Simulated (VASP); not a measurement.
# InAs (I-4m2) in VASP: a series of runs

InAs is run at these levels: PBE; tasks: single point.

All numbers are computed with VASP 6.6.1; they aren't measurements. Logs are shortened: lines on timing, memory, paths and dates and some standing lists are left out, and cuts for length are marked.

### Step 1. The cell of the first run

The structure is tetragonal, space group I-4m2 (No. 119). The conventional cell has a = 4.284 Å, b = 4.284 Å, c = 6.119 Å, α = 90.00°, β = 90.00°, γ = 90.00°. Within 3.5 Å of In (site symmetry -4m2) lie 4 As at 2.63 Å. As (site symmetry -4m2) has 4 In at 2.63 Å within 3.5 Å.

### Step 2. Single point, PBE (z stretched by +1 %, then relaxed in part)

Input file INCAR:

```
PREC     = Accurate       # precision mode
ENCUT    = 520            # plane-wave cutoff, eV
EDIFF    = 1E-7           # SCF threshold, eV
ISMEAR   = -1             # smearing method
SIGMA    = 0.05           # smearing width, eV
LREAL    = False          # projectors in reciprocal space
LASPH    = True           # aspherical terms in the spheres
NELM     = 60             # most SCF steps
ALGO     = Normal         # electronic algorithm
ISIF     = 2              # what is computed and relaxed
LWAVE    = False          # write WAVECAR
LCHARG   = False          # write CHGCAR
GGA      = PE             # functional
NBANDS   = 16             # bands
```

Input file KPOINTS:

```
regular mesh
0
Gamma
  13 13 13
```

Input file POSCAR:

```
InAs
1.0
    0.0000000000      3.0290000000      3.0592900000
    3.0290000000      0.0000000000      3.0592900000
    3.0290000000      3.0290000000      0.0000000000
In As
1 1
Direct
    0.0000000000      0.0000000000      0.0000000000
    0.2500000000      0.2500000000      0.2500000000
```

Potentials or basis: VASP PAW PBE potentials, release 64 (In_d, As).

Launch:

```console
> cat potpaw_PBE.64/In_d/POTCAR potpaw_PBE.64/As/POTCAR > POTCAR
> mpirun -np 1 vasp_std > vasp.out
```

OUTCAR:

```text
PREC = Accurate
   ENCUT = 520
   EDIFF = 1E-7
   ISMEAR = -1
   LREAL = False
   LASPH = True
   NELM = 60
   ISIF = 2
   GGA = PE

 ion  position               nearest neighbor table
   1  0.000  0.000  0.000-   2 2.63   2 2.63   2 2.63   2 2.63
   2  0.250  0.250  0.250-   1 2.63   1 2.63   1 2.63   1 2.63

  LATTYP: Found a body centered tetragonal cell.
 ALAT       =     4.2836528804
 C/A-ratio  =     1.4283556980

  Lattice vectors:

 A1 = (  -3.0290000000,   0.0000000000,   3.0592900000)
 A2 = (   3.0290000000,   0.0000000000,   3.0592900000)
 A3 = (   0.0000000000,   3.0290000000,  -3.0592900000)

Analysis of symmetry for initial positions (statically):
=====================================================================
 Subroutine PRICEL returns:
 Original cell was already a primitive cell.

 Routine SETGRP: Setting up the symmetry group for a
 body centered tetragonal supercell.

 Subroutine GETGRP returns: Found  8 space group operations
 (whereof  8 operations were pure point group operations)
 out of a pool of 16 trial point group operations.

The static configuration has the point symmetry D_2d.

Analysis of symmetry for dynamics (positions and initial velocities):
=====================================================================
 Subroutine PRICEL returns:
 Original cell was already a primitive cell.

 Routine SETGRP: Setting up the symmetry group for a
 body centered tetragonal supercell.

 Subroutine GETGRP returns: Found  8 space group operations
 (whereof  8 operations were pure point group operations)
 out of a pool of 16 trial point group operations.

The dynamic configuration has the point symmetry D_2d.

 Subroutine INISYM returns: Found  8 space group operations
 (whereof  8 operations are pure point group operations),
 and found     1 'primitive' translations

----------------------------------------------------------------------------------------

                                     Primitive cell

  volume of cell :      56.1370

  direct lattice vectors                    reciprocal lattice vectors
     0.000000000  3.029000000  3.059290000    -0.165070981  0.165070981  0.163436614
     3.029000000  0.000000000  3.059290000     0.165070981 -0.165070981  0.163436614
     3.029000000  3.029000000  0.000000000     0.165070981  0.165070981 -0.163436614

  length of vectors
     4.305124424  4.305124424  4.283652880     0.284970848  0.284970848  0.284970848

  position of ions in fractional coordinates (direct lattice)
     0.000000000  0.000000000  0.000000000
     0.250000000  0.250000000  0.250000000

  ion indices of the primitive-cell ions
   primitive index   ion index
                 1           1
                 2           2

----------------------------------------------------------------------------------------

 KPOINTS: regular mesh

Automatic generation of k-mesh.
 Grid dimensions read from file:
 generate k-points for:   13   13   13

 Generating k-lattice:

  Cartesian coordinates                     Fractional coordinates (reciprocal lattice)
    -0.012697768  0.012697768  0.012572047     0.076923077 -0.000000000  0.000000000
     0.012697768 -0.012697768  0.012572047    -0.000000000  0.076923077  0.000000000
     0.012697768  0.012697768 -0.012572047     0.000000000  0.000000000  0.076923077

  Length of vectors
     0.021920834  0.021920834  0.021920834

  Shift w.r.t. Gamma in fractional coordinates (k-lattice)
     0.000000000  0.000000000  0.000000000

 Subroutine IBZKPT returns following result:
 ===========================================

 Found    196 irreducible k-points:

 Following reciprocal coordinates:
            Coordinates               Weight
  0.000000  0.000000  0.000000      1.000000
  0.076923 -0.000000  0.000000      8.000000
  0.153846 -0.000000  0.000000      8.000000
  0.230769  0.000000  0.000000      8.000000
  0.307692 -0.000000  0.000000      8.000000
  0.384615 -0.000000  0.000000      8.000000
[... 16 lines left out ...]
  0.384615  0.153846  0.000000      8.000000
  0.461538  0.153846  0.000000      8.000000
 [... further k-points ...]
   k-points           NKPTS =    196   k-points in BZ     NKDIM =    196   number of bands    NBANDS=     16
   number of dos      NEDOS =    301   number of ions     NIONS =      2
   total plane-waves  NPLWV =  32768
   dimension x,y,z NGX =    32 NGY =   32 NGZ =   32
   dimension x,y,z NGXF=    64 NGYF=   64 NGZF=   64
   ions per type =               1   1
   NGX,Y,Z   is equivalent  to a cutoff of  12.36, 12.36, 12.42 a.u.
   NGXF,Y,Z  is equivalent  to a cutoff of  24.71, 24.71, 24.84 a.u.
 SYSTEM =  unknown system
   PREC   = accura    normal or accurate (medium, high low for compatibility)
   ISTART =      0    job   : 0-new  1-cont  2-samecut
   ICHARG =      2    charge: 1-file 2-atom 10-const
   ISPIN  =      1    spin polarized calculation?
   LNONCOLLINEAR =      F non collinear calculations
   LSORBIT =      F    spin-orbit coupling
   LASPH  =      T    aspherical Exc in radial PAW
   ENCUT  =  520.0 eV  38.22 Ry    6.18 a.u.   8.00  8.00  7.96*2*pi/ulx,y,z
   NELM   =     60;   NELMIN=  2; NELMDL= -5     # of ELM steps
   EDIFF  = 0.1E-06   stopping-criterion for ELM
   LREAL  =      F    real-space projection
   EDIFFG = 0.1E-05   stopping-criterion for IOM
   NSW    =      0    number of steps for IOM
   IBRION =     -1    ionic relax: 0-MD 1-quasi-New 2-CG
   NFREE  =      0    steps in history (QN), initial steepest desc. (CG)
   ISIF   =      2    stress and relaxation
   ISYM   =      2    0-nonsym 1-usesym 2-fastsym
   POTIM  = 0.5000    time-step for ionic-motion
   TEBEG  =    0.0;   TEEND  =   0.0 temperature during run
   PSTRESS=    0.0 pullay stress
   NELECT =      18.0000    total number of electrons
   NUPDOWN=      -1.0000    fix difference up-down
   EMIN   =  10.00;   EMAX   =-10.00  energy-range for DOS
   EFERMI =   0.00;   METHOD = LEGACY
   ISMEAR =    -1;   SIGMA  =   0.05  broadening in eV -4-tet -1-fermi 0-gaus
   EFERMI_NEDOS =   21; number of points for ismear=-14 and -15
   IALGO  =     38    algorithm
   IMIX   =      4    mixing-type and parameters
     AMIX     =   0.40;   BMIX     =  1.00
     AMIX_MAG =   1.60;   BMIX_MAG =  1.00
  volume/ion in A,a.u.               =      28.07       189.42
  Fermi-wavevector in a.u.,A,eV,Ry     =   1.120511  2.117458 17.082711  1.255544
  Thomas-Fermi vector in A             =   2.257157
   LORBIT       =      0    0 simple, 1 ext, 2 COOP (PROOUT), +10 PAW based schemes
   GGA     = PE    functional components
   LHFCALC =     F    Hartree Fock is set to
   AEXX    =    0.0000 exact exchange contribution
   IVDW    =     0    specifies the selected vdW correction
   LEPSILON=     F    determine dielectric tensor
   LRPA    =     F    only Hartree local field effects (RPA)
 non-spin polarized calculation
  energy-cutoff  :      520.00
  volume of cell :       56.14
 maximum number of plane-waves:      1530
   NGX = 17   NGY = 17   NGZ = 15

 number of electron      17.9999992 magnetization

 Free energy of the ion-electron system (eV)
  ---------------------------------------------------
  ext. energy  EPLUGINS =         0.00000000
  ---------------------------------------------------
  free energy    TOTEN  =        -7.69154524 eV

  energy without entropy =       -7.69134485  energy(sigma->0) =       -7.69144505

 E-fermi :   4.4633     XC(G=0):  -9.0258

 val. band max:        4.3682232104   @ k =   0.0000   0.0000   0.0000
 cond. band min:       5.0711103172   @ k =   0.0769  -0.0000   0.0000
 fundamental gap:      0.7028871068
 Fermi energy:         4.4632690681

 k-point     1 :       0.0000    0.0000    0.0000
  band No.  band energies     occupation
      1     -10.0102      2.00000
      2     -10.0065      2.00000
      3     -10.0065      2.00000
      4      -9.8890      2.00000
      5      -9.8875      2.00000
      6      -7.4102      2.00000
[... 8 lines left out ...]
     15      13.9075      0.00000
     16      14.0773      0.00000

 k-point     2 :       0.0769   -0.0000    0.0000
  band No.  band energies     occupation
      1     -10.0154      2.00000
      2     -10.0064      2.00000
      3     -10.0044      2.00000
      4      -9.8891      2.00000
      5      -9.8875      2.00000
      6      -7.3500      2.00000
[... 8 lines left out ...]
     15      13.4105      0.00000
     16      13.5492      0.00000

 k-point     3 :       0.1538   -0.0000    0.0000
  band No.  band energies     occupation
      1     -10.0351      2.00000
      2     -10.0008      2.00000
      3      -9.9986      2.00000
      4      -9.8892      2.00000
      5      -9.8874      2.00000
      6      -7.1751      2.00000
[... 8 lines left out ...]
     15      12.9500      0.00000
     16      13.0326      0.00000

 k-point     4 :       0.2308    0.0000    0.0000
  band No.  band energies     occupation
      1     -10.0618      2.00000
      2      -9.9933      2.00000
      3      -9.9911      2.00000
      4      -9.8886      2.00000
      5      -9.8863      2.00000
      6      -6.9034      2.00000
[... 8 lines left out ...]
     15      12.8607      0.00000
     16      12.8813      0.00000
[... 324 lines left out ...]
 k-point    22 :       0.3077    0.1538    0.0000
  band No.  band energies     occupation
      1     -10.0954      2.00000
      2      -9.9787      2.00000
      3      -9.9747      2.00000
      4      -9.8968      2.00000
      5      -9.8807      2.00000
      6      -6.6176      2.00000
[... 8 lines left out ...]
     15      14.2335      0.00000
     16      14.2573      0.00000

 k-point    23 :       0.3846    0.1538    0.0000
  band No.  band energies     occupation
      1     -10.1143      2.00000
      2      -9.9752      2.00000
      3      -9.9690      2.00000
      4      -9.8950      2.00000
      5      -9.8794      2.00000
      6      -6.2924      2.00000
[... 8 lines left out ...]
     15      14.1395      0.00000
     16      14.7223      0.00000

 k-point    24 :       0.4615    0.1538    0.0000
  band No.  band energies     occupation
      1     -10.1273      2.00000
      2      -9.9735      2.00000
      3      -9.9661      2.00000
      4      -9.8911      2.00000
      5      -9.8795      2.00000
      6      -6.0013      2.00000
[... 8 lines left out ...]
     15      14.5187      0.00000
     16      15.2774      0.00000

 [... further k-points ...]
[... 5 lines left out ...]
  --------------------------------------------------------------------------------------
  -------------------------------------------------------------------------------------
  Total        1.0820424      1.0820424      0.9673242      0.0000000      0.0000000     -0.0000000
  in kB       30.8820184     30.8820184     27.6079044      0.0000000      0.0000000     -0.0000000
  external PRESSURE =      29.7906471 kB  Pullay stress =       0.0000000 kB

 VOLUME and BASIS-vectors are now :
 -----------------------------------------------------------------------------
  energy-cutoff  :      520.00
  volume of cell :       56.14
      direct lattice vectors                 reciprocal lattice vectors
     0.000000000  3.029000000  3.059290000    -0.165070981  0.165070981  0.163436614
     3.029000000  0.000000000  3.059290000     0.165070981 -0.165070981  0.163436614
     3.029000000  3.029000000  0.000000000     0.165070981  0.165070981 -0.163436614

 POSITION                                       TOTAL-FORCE (eV/Angst)
 -----------------------------------------------------------------------------------
      0.00000      0.00000      0.00000         0.000000      0.000000      0.000000
      1.51450      1.51450      1.52964        -0.000000     -0.000000      0.000000
 -----------------------------------------------------------------------------------
    total drift:                               -0.000000     -0.000000     -0.000000

  FREE ENERGIE OF THE ION-ELECTRON SYSTEM (eV)
  ---------------------------------------------------
  free  energy   TOTEN  =        -7.6915452384 eV

  energy  without entropy=       -7.6913448532  energy(sigma->0) =       -7.69144505
```

It took 61 s on 1 thread of Intel Xeon 6975P-C (Granite Rapids), shared host; peak memory 0.31 GiB.

Results:

```yaml
Free_energy: -7.6915 eV
Pressure: 3.0 GPa
Band_gap_on_the_k_mesh: zero (filled and empty bands touch)
```

Stress tensor (GPa, compression positive):
```
3.09 0.00 0.00
0.00 3.09 0.00
0.00 0.00 2.76
```

Levels at points of the mesh, in eV from the Fermi level:
| k point | band 5 | band 6 | band 7 | band 8 | band 9 | band 10 | band 11 | band 12 | band 13 | band 14 |
| --- | --- | --- | --- | --- | --- | --- | --- | --- | --- | --- |
| (0.00, 0.00, 0.00) | -14.35 | -11.87 | -0.39 | -0.14 | -0.10 | -0.10 | 3.78 | 3.78 | 3.80 | 7.35 |

Caveat: the cell differs from its parent crystal (z stretched by +1 %, then relaxed in part); semilocal functionals underestimate gaps, so a narrow gap can read as zero; spin-orbit coupling is left out, which moves the levels of the heavy elements.

### Step 3. Single point, PBE (z stretched by +2 %, then relaxed in part)

Input file INCAR:

```
PREC = Accurate ; ENCUT = 520
EDIFF = 1E-6 ; ISMEAR = -1
SIGMA = 0.05 ; LREAL = F
LASPH = T ; NELM = 100
ALGO = Normal ; ISIF = 2
LWAVE = F ; LCHARG = F
GGA = PE ; NBANDS = 16
```

Input file KPOINTS:

```
Automatic mesh
0
Gamma
  13 13 13
```

Input file POSCAR:

```
InAs
1.0
    0.0000000000      3.0290000000      3.0895800000
    3.0290000000      0.0000000000      3.0895800000
    3.0290000000      3.0290000000      0.0000000000
In As
1 1
Direct
    0.0000000000      0.0000000000      0.0000000000
    0.2500000000      0.2500000000      0.2500000000
```

Potentials or basis: VASP PAW PBE potentials, release 64 (In_d, As).

Launch:

```console
> cat potpaw_PBE.64/In_d/POTCAR potpaw_PBE.64/As/POTCAR > POTCAR
> mpirun -np 1 vasp_std > vasp.out
```

It took 57 s on 1 thread of Intel Xeon 6975P-C (Granite Rapids), shared host; peak memory 0.31 GiB.

Results (log left out):

- Free energy: -7.6998 eV
- Pressure: 2.4 GPa
- Band gap on the k mesh: zero (filled and empty bands touch)

Stress tensor (GPa, compression positive):
```
2.59 0.00 0.00
0.00 2.59 0.00
0.00 0.00 1.92
```

Levels at points of the mesh, in eV from the Fermi level:
```tsv
k point	band 7	band 8	band 9	band 10	band 11	band 12
(0.00, 0.00, 0.00)	-0.45	-0.19	-0.09	-0.09	3.77	3.77
```

Caveat: the cell differs from its parent crystal (z stretched by +2 %, then relaxed in part); semilocal functionals underestimate gaps, so a narrow gap can read as zero; spin-orbit coupling is left out, which moves the levels of the heavy elements.
